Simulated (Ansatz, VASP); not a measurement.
# One calculation of CoSi2, two programs

File INCAR:

```
ALGO = Normal ; EDIFF = 1E-7
ENCUT = 520 ; GGA = PS
ISIF = 2 ; ISMEAR = 0
LASPH = T ; LCHARG = F
LREAL = F ; LWAVE = F
NBANDS = 46 ; NELM = 60
PREC = Accurate ; SIGMA = 0.15
```

The input KPOINTS:

```
k-points
0
Gamma
  10 10 10
```

POSCAR

```
CoSi2
1.0
    5.3125079440      0.0000000000      0.0000000000
    0.0000000000     -5.3125079440      0.0000000000
    0.0000000000      0.0000000000     -5.3125079440
Co Si
4 8
Direct
    0.0000000000      0.0000000000      0.0000000000
    0.5000000000      0.5000000000      0.0000000000
    0.5000000000      0.0000000000      0.5000000000
    0.0000000000      0.5000000000      0.5000000000
    0.2255475546      0.2255475546      0.2255475546
    0.7500000000      0.7500000000      0.2500000000
    0.7500000000      0.2500000000      0.7500000000
    0.2500000000      0.7500000000      0.7500000000
    0.7500000000      0.7500000000      0.7500000000
    0.2500000000      0.2500000000      0.7500000000
    0.2500000000      0.7500000000      0.2500000000
    0.7500000000      0.2500000000      0.2500000000
```

Input for Ansatz:

```yaml
crystal:
  lattice:
    - [5.312507944, 0.0, 0.0]
    - [0.0, -5.312507944, 0.0]
    - [0.0, 0.0, -5.312507944]
  atoms:
    - { symbol: Co, position: [0.0, 0.0, 0.0] }
    - { symbol: Co, position: [0.5, 0.5, 0.0] }
    - { symbol: Co, position: [0.5, 0.0, 0.5] }
    - { symbol: Co, position: [0.0, 0.5, 0.5] }
    - { symbol: Si, position: [0.2255475546, 0.2255475546, 0.2255475546] }
    - { symbol: Si, position: [0.75, 0.75, 0.25] }
    - { symbol: Si, position: [0.75, 0.25, 0.75] }
    - { symbol: Si, position: [0.25, 0.75, 0.75] }
    - { symbol: Si, position: [0.75, 0.75, 0.75] }
    - { symbol: Si, position: [0.25, 0.25, 0.75] }
    - { symbol: Si, position: [0.25, 0.75, 0.25] }
    - { symbol: Si, position: [0.75, 0.25, 0.25] }
basis:
  ecutwfc: 420
kpoints:
  mp_grid: { grid: [10, 10, 10] }
hamiltonian:
  xc: pbesol
scf:
  occupations: { method: gaussian, width: 0.15 }
output:
  forces: true
  stress: true
  eigenvalues: true
  write_density: true
  write_potential: true
  elf: true
  volumetric_format: npy
```

Alike in both runs: task single point; functional PBEsol; k mesh 10 × 10 × 10; occupations gaussian, width 0.15 eV; no spin polarisation.

|  | VASP | Ansatz |
| --- | --- | --- |
| version | VASP 6.6.1 | Ansatz 0.2.0 |
| potentials or method | VASP PAW PBE potentials, release 64 (Co, Si), cutoff 520 eV | scalar-relativistic, plane waves, PAW |
| valence electrons in the cell | 68 | 100 |

VASP gave:

```
gap on the k mesh at the Fermi level (eV)                     : none
pressure (GPa)                                                : 1.1
traceless stress, the component that is largest in VASP (GPa) : -1.78
rms of the force components (eV/Å)                            : 0.633
```

Task: What did Ansatz give for the same quantities?

Result: gap on the k mesh at the Fermi level (eV): none; pressure (GPa): 1.0; traceless stress, the component that is largest in VASP (GPa): -1.76; rms of the force components (eV/Å): 0.624.

VASP's potentials were made for PBE, not for PBEsol. Atom by atom the forces differ by 0.010 eV/Å (rms over components). A gap of «none» marks a metal or a gap that the smearing closes. The functional is the same, so the differences come from potentials, cutoffs and numerics. VASP's potentials hold 68 valence electrons a cell and Ansatz's 100, so a difference there can come from the potentials and not from the codes.
